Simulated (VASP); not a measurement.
## As: single point with PBE+D3(BJ)

System: As, a slab with vacuum.

```
CELL_PARAMETERS angstrom
3.57134 0.00000 0.00000
-1.78567 3.09287 0.00000
0.00000 0.00000 20.29528
ATOMIC_POSITIONS crystal
As 0.33333 0.66667 0.29059
As 0.66667 0.33333 0.22173
```

```json
{
 "Program": "VASP 6.6.1",
 "Task": "single point",
 "Functional": "PBE",
 "Dispersion": "D3(BJ)",
 "Potentials or basis": "VASP PAW PBE potentials, release 64 (As)",
 "Cutoff": "400 eV",
 "k mesh": "9 × 9 × 1",
 "Occupations": "gaussian, width 0.05 eV",
 "Spin": "no spin polarisation",
 "Dipole correction": "yes",
 "Further INCAR settings": "ALGO = Normal; EDIFF = 1e-06; NBANDS = 12; NELMDL = -8"
}
```

```
Largest force              : 0.092 eV/Å
Band gap on the k mesh     : 1.55 eV (least direct gap 2.03 eV)
Dispersion energy per atom : -0.212 eV
```

Forces in eV/Å, atoms in the order of the input:
```
As   0.000  0.000  0.092
As   0.000  0.000 -0.092
```

Levels at points of the mesh, in eV from the valence-band top:
```csv
k point,band 2,band 3,band 4,band 5,band 6,band 7,band 8,band 9
"(0.00, 0.00, 0.00)",-7.28,-0.69,0.00,0.00,2.03,3.52,3.52,4.77
```

Wall time 49 s on 1 thread of Intel(R) Xeon(R) 6975P-C (Granite Rapids), with other jobs on the host, peak memory 0.26 GiB.
